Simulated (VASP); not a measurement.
# Mo (Im-3m) in VASP: further runs

The runs below take Mo through elastic constants, single point, with LDA, RPBE+U.

Program: VASP 6.6.1. These are calculated values, not measurements. Logs are shortened: lines on timing, memory, paths and dates and some standing lists are left out, and cuts for length are marked.

## 1. The cell of the first run

It takes space group Im-3m (No. 229, cubic). Conventional cell: a = 3.168 Å, b = 3.168 Å, c = 3.168 Å, α = 90.00°, β = 90.00°, γ = 90.00°. Within 3.6 Å of Mo (site symmetry m-3m) lie 14 Mo at 2.74 to 3.17 Å.

## 2. Elastic constants, LDA

The input, INCAR:

```
SYSTEM = Mo
PREC = Accurate
ENCUT = 600
EDIFF = 1E-8
ISMEAR = -1
SIGMA = 0.05
LREAL = .FALSE.
LASPH = .TRUE.
NELM = 60
ALGO = Normal
ISIF = 3
LWAVE = .FALSE.
LCHARG = .FALSE.
GGA = CA
NBANDS = 13
IBRION = 6
NFREE = 2
POTIM = 0.015
NSW = 1
```

The input, KPOINTS:

```
regular mesh
0
G
  9 9 9
  0 0 0
```

The input, POSCAR:

```
Mo
1.0
   -1.5838089719      1.5838089719      1.5838089719
    1.5838089719     -1.5838089719      1.5838089719
    1.5838089719      1.5838089719     -1.5838089719
Mo
1
Direct
    0.0000000000      0.0000000000      0.0000000000
```

Potentials or basis: VASP PAW LDA potentials, release 64 (Mo_sv).

On the command line:

```
$ cat potpaw_LDA.64/Mo_sv/POTCAR > POTCAR
$ mpirun -np 1 vasp_std > vasp.out
```

OUTCAR:

```text
SYSTEM = Mo
   PREC = Accurate
   ENCUT = 600
   EDIFF = 1E-8
   ISMEAR = -1
   LREAL = .FALSE.
   LASPH = .TRUE.
   NELM = 60
   ISIF = 3
   GGA = CA
   IBRION = 6
   NFREE = 2
   POTIM = 0.015
   NSW = 1

 ion  position               nearest neighbor table
   1  0.000  0.000  0.000-

  LATTYP: Found a body centered cubic cell.
 ALAT       =     3.1676179438

  Lattice vectors:

 A1 = (  -1.5838089719,   1.5838089719,   1.5838089719)
 A2 = (   1.5838089719,  -1.5838089719,   1.5838089719)
 A3 = (   1.5838089719,   1.5838089719,  -1.5838089719)

Analysis of symmetry for initial positions (statically):
=====================================================================
 Subroutine PRICEL returns:
 Original cell was already a primitive cell.

 Routine SETGRP: Setting up the symmetry group for a
 body centered cubic supercell.

 Subroutine GETGRP returns: Found 48 space group operations
 (whereof 48 operations were pure point group operations)
 out of a pool of 48 trial point group operations.

The static configuration has the point symmetry O_h .

Analysis of symmetry for dynamics (positions and initial velocities):
=====================================================================
 Subroutine PRICEL returns:
 Original cell was already a primitive cell.

 Routine SETGRP: Setting up the symmetry group for a
 body centered cubic supercell.

 Subroutine GETGRP returns: Found 48 space group operations
 (whereof 48 operations were pure point group operations)
 out of a pool of 48 trial point group operations.

The dynamic configuration has the point symmetry O_h .

 Subroutine INISYM returns: Found 48 space group operations
 (whereof 48 operations are pure point group operations),
 and found     1 'primitive' translations

----------------------------------------------------------------------------------------

                                     Primitive cell

  volume of cell :      15.8916

  direct lattice vectors                    reciprocal lattice vectors
    -1.583808972  1.583808972  1.583808972     0.000000000  0.315694638  0.315694638
     1.583808972 -1.583808972  1.583808972     0.315694638  0.000000000  0.315694638
     1.583808972  1.583808972 -1.583808972     0.315694638  0.315694638  0.000000000

  length of vectors
     2.743237609  2.743237609  2.743237609     0.446459639  0.446459639  0.446459639

  position of ions in fractional coordinates (direct lattice)
     0.000000000  0.000000000  0.000000000

  ion indices of the primitive-cell ions
   primitive index   ion index
                 1           1

----------------------------------------------------------------------------------------

 KPOINTS: regular mesh

Automatic generation of k-mesh.
 Grid dimensions read from file:
 generate k-points for:    9    9    9

 Generating k-lattice:

  Cartesian coordinates                     Fractional coordinates (reciprocal lattice)
     0.000000000  0.035077182  0.035077182     0.111111111  0.000000000  0.000000000
     0.035077182  0.000000000  0.035077182     0.000000000  0.111111111  0.000000000
     0.035077182  0.035077182  0.000000000     0.000000000  0.000000000  0.111111111

  Length of vectors
     0.049606627  0.049606627  0.049606627

  Shift w.r.t. Gamma in fractional coordinates (k-lattice)
     0.000000000  0.000000000  0.000000000

 Subroutine IBZKPT returns following result:
 ===========================================

 Found     35 irreducible k-points:

 Following reciprocal coordinates:
            Coordinates               Weight
  0.000000  0.000000  0.000000      1.000000
  0.111111  0.000000  0.000000     12.000000
  0.222222  0.000000  0.000000     12.000000
  0.333333  0.000000  0.000000     12.000000
  0.444444  0.000000  0.000000     12.000000
  0.111111  0.111111  0.000000     24.000000
[... 16 lines left out ...]
 -0.333333  0.444444  0.111111     48.000000
 -0.444444 -0.444444  0.111111     24.000000
 [... further k-points ...]
   k-points           NKPTS =     35   k-points in BZ     NKDIM =     35   number of bands    NBANDS=     13
   number of dos      NEDOS =    301   number of ions     NIONS =      1
   total plane-waves  NPLWV =  13824
[... 28 lines left out ...]
   EMIN   =  10.00;   EMAX   =-10.00  energy-range for DOS
   EFERMI =   0.00;   METHOD = LEGACY
   ISMEAR =    -1;   SIGMA  =   0.05  broadening in eV -4-tet -1-fermi 0-gaus
   EFERMI_NEDOS =   21; number of points for ismear=-14 and -15
   IALGO  =     38    algorithm
   IMIX   =      4    mixing-type and parameters
     AMIX     =   0.40;   BMIX     =  1.00
     AMIX_MAG =   1.60;   BMIX_MAG =  1.00
  volume/ion in A,a.u.               =      15.89       107.24
  Fermi-wavevector in a.u.,A,eV,Ry     =   1.569380  2.965698 33.510508  2.462953
  Thomas-Fermi vector in A             =   2.671271
   LORBIT       =      0    0 simple, 1 ext, 2 COOP (PROOUT), +10 PAW based schemes
   GGA     = CA    functional components
   LHFCALC =     F    Hartree Fock is set to
   AEXX    =    0.0000 exact exchange contribution
   IVDW    =     0    specifies the selected vdW correction
   LEPSILON=     F    determine dielectric tensor
   LRPA    =     F    only Hartree local field effects (RPA)
 finite differences with symmetry
 non-spin polarized calculation
  energy-cutoff  :      600.00
  volume of cell :       15.89
 maximum number of plane-waves:       555
 NGX is ok and might be reduce to    24
   NGX = 11   NGY = 11   NGZ = 11

--------------------------------------- Ionic step        1  -------------------------------------------

 number of electron      14.0000002 magnetization

 Free energy of the ion-electron system (eV)
  ---------------------------------------------------
  ext. energy  EPLUGINS =         0.00000000
  ---------------------------------------------------
  free energy    TOTEN  =       -12.11658016 eV

  energy without entropy =      -12.11113107  energy(sigma->0) =      -12.11385562

------------------------ aborting loop because EDIFF is reached ----------------------------------------

  FORCE on cell =-STRESS in cart. coord.  units (eV):
  Direction    XX          YY          ZZ          XY          YZ          ZX
  --------------------------------------------------------------------------------------
  -------------------------------------------------------------------------------------
  Total       -1.3259621     -1.3259621     -1.3259621      0.0000000      0.0000000     -0.0000000
  in kB     -133.6821164   -133.6821164   -133.6821164      0.0000000      0.0000000     -0.0000000
  external PRESSURE =    -133.6821164 kB  Pullay stress =       0.0000000 kB
[... 86 lines left out ...]
  FREE ENERGIE OF THE ION-ELECTRON SYSTEM (eV)
  ---------------------------------------------------
  free  energy   TOTEN  =       -12.1314643034 eV

  energy  without entropy=      -12.1265412437  energy(sigma->0) =      -12.12900277

[... ionic steps 4 to 12 ...]

--------------------------------------- Ionic step       13  -------------------------------------------

 number of electron      14.0000002 magnetization

------------------------ aborting loop because EDIFF is reached ----------------------------------------
[... 65 lines left out ...]
--------------------------------------- Ionic step       15  -------------------------------------------

 number of electron      14.0000001 magnetization

 Free energy of the ion-electron system (eV)
  ---------------------------------------------------
  ext. energy  EPLUGINS =         0.00000000
  ---------------------------------------------------
  free energy    TOTEN  =       -12.11657898 eV

  energy without entropy =      -12.11112989  energy(sigma->0) =      -12.11385444

 E-fermi :  12.1606     XC(G=0): -13.5127

 val. band max:       12.1461105411   @ k =  -0.3333   0.3333   0.2222
 cond. band min:      12.3704306439   @ k =  -0.4444   0.4444   0.2222
 fundamental gap:      0.2243201028
 Fermi energy:        12.1606182249

 k-point     1 :       0.0000    0.0000    0.0000
  band No.  band energies     occupation
      1     -48.7419      2.00000
      2     -22.2201      2.00000
      3     -22.2201      2.00000
      4     -22.2201      2.00000
      5       5.0260      2.00000
      6      10.8494      2.00000
      7      10.8494      2.00000
      8      10.8494      2.00000
      9      13.7908      0.00000
     10      13.7908      0.00000
     11      27.0030      0.00000
     12      27.0030      0.00000
     13      27.0030      0.00000
[... 354 lines left out ...]
  band No.  band energies     occupation
      1     -48.4445      2.00000
      2     -23.4311      2.00000
      3     -22.8592      2.00000
      4     -22.4345      2.00000
      5       7.9394      2.00000
      6       9.7382      2.00000
      7      10.3582      2.00000
      8      12.9323      0.00000
      9      15.7838      0.00000
     10      19.1634      0.00000
     11      22.8814      0.00000
     12      25.9043      0.00000
     13      28.6372      0.00000

 [... further k-points ...]

------------------------ aborting loop because EDIFF is reached ----------------------------------------

  FORCE on cell =-STRESS in cart. coord.  units (eV):
  Direction    XX          YY          ZZ          XY          YZ          ZX
  --------------------------------------------------------------------------------------
  -------------------------------------------------------------------------------------
  Total       -1.3258158     -1.3258158     -1.3258158      0.0000000     -0.0000000      0.0000000
  in kB     -133.6673665   -133.6673665   -133.6673665      0.0000000     -0.0000000      0.0000000
  external PRESSURE =    -133.6673665 kB  Pullay stress =       0.0000000 kB
[... 16 lines left out ...]
  FREE ENERGIE OF THE ION-ELECTRON SYSTEM (eV)
  ---------------------------------------------------
  free  energy   TOTEN  =       -12.1165789842 eV

  energy  without entropy=      -12.1111298934  energy(sigma->0) =      -12.11385444

 INTERNAL STRAIN TENSORS FROM STRAINED CELLS
 ============================================

 INTERNAL STRAIN TENSOR FOR ION    1 for displacements in x,y,z  (eV/Angst):
          X           Y           Z          XY          YZ          ZX
  --------------------------------------------------------------------------------
  x    -0.00000    -0.00000    -0.00000    -0.00000    -0.00000     0.00000
  y     0.00000    -0.00000     0.00000     0.00000    -0.00000     0.00000
  z     0.00000    -0.00000     0.00000    -0.00000    -0.00000     0.00000

 INTERNAL STRAIN TENSORS FROM DISPLACED ATOMS
 ============================================

 INTERNAL STRAIN TENSOR FOR ION    1 for displacements in x,y,z  (eV/Angst):
          X           Y           Z          XY          YZ          ZX
  --------------------------------------------------------------------------------
  x     0.00000     0.00000     0.00000     0.00000     0.00000     0.00000
  y     0.00000     0.00000     0.00000     0.00000     0.00000     0.00000
  z     0.00000     0.00000     0.00000     0.00000     0.00000     0.00000

 Eigenvectors and eigenvalues of the dynamical matrix
 ----------------------------------------------------

   1 f  =    0.000000 THz     0.000000 2PiTHz    0.000000 cm-1     0.000000 meV
             X         Y         Z           dx          dy          dz
      0.000000  0.000000  0.000000     0.684201   -0.707585    0.176614

   2 f  =    0.000000 THz     0.000000 2PiTHz    0.000000 cm-1     0.000000 meV
             X         Y         Z           dx          dy          dz
      0.000000  0.000000  0.000000    -0.268721   -0.019470    0.963021

   3 f  =    0.000000 THz     0.000000 2PiTHz    0.000000 cm-1     0.000000 meV
             X         Y         Z           dx          dy          dz
      0.000000  0.000000  0.000000    -0.677980   -0.706360   -0.203464

--------------------------------------------------------------------------------------------------------

 ELASTIC MODULI CONTR FROM IONIC RELAXATION (kBar)
 Direction    XX          YY          ZZ          XY          YZ          ZX
 --------------------------------------------------------------------------------
 XX           0.0000      0.0000      0.0000      0.0000      0.0000      0.0000
 YY           0.0000      0.0000      0.0000      0.0000      0.0000      0.0000
 ZZ           0.0000      0.0000      0.0000      0.0000      0.0000      0.0000
 XY           0.0000      0.0000      0.0000      0.0000      0.0000      0.0000
 YZ           0.0000      0.0000      0.0000      0.0000      0.0000      0.0000
 ZX           0.0000      0.0000      0.0000      0.0000      0.0000      0.0000
 --------------------------------------------------------------------------------

 TOTAL ELASTIC MODULI (kBar)
 Direction    XX          YY          ZZ          XY          YZ          ZX
 --------------------------------------------------------------------------------
 XX        4475.8333   1520.8591   1520.8591     -0.0000     -0.0000     -0.0000
 YY        1520.8591   4475.8333   1520.8591     -0.0000     -0.0000      0.0000
 ZZ        1520.8591   1520.8591   4475.8333     -0.0000     -0.0000      0.0000
 XY          -0.0000     -0.0000     -0.0000    952.4583      0.0000      0.0000
 YZ          -0.0000     -0.0000     -0.0000      0.0000    952.4583      0.0000
 ZX          -0.0000      0.0000      0.0000      0.0000      0.0000    952.4583
 --------------------------------------------------------------------------------
```

Run time: 3.1 min. Hardware: 1 thread of Intel Xeon 8259CL, shared host; peak memory 0.22 GiB.

Results:

| Quantity | Value |
| --- | --- |
| Elastic constants C11, C12, C44 | 448, 152, 95 GPa |
| Voigt bulk modulus | 251 GPa |

Elastic tensor in Voigt notation (GPa, in the Cartesian axes of the cell as first typed):
```
448 152 152   0   0   0
152 448 152   0   0   0
152 152 448   0   0   0
  0   0   0  95   0   0
  0   0   0   0  95   0
  0   0   0   0   0  95
```

Clamped-ion elastic tensor (GPa):
```
448 152 152   0   0   0
152 448 152   0   0   0
152 152 448   0   0   0
  0   0   0  95   0   0
  0   0   0   0  95   0
  0   0   0   0   0  95
```

Caveat: the cell is under stress, which shifts elastic constants.

(Part 1 of 2 ends here.)
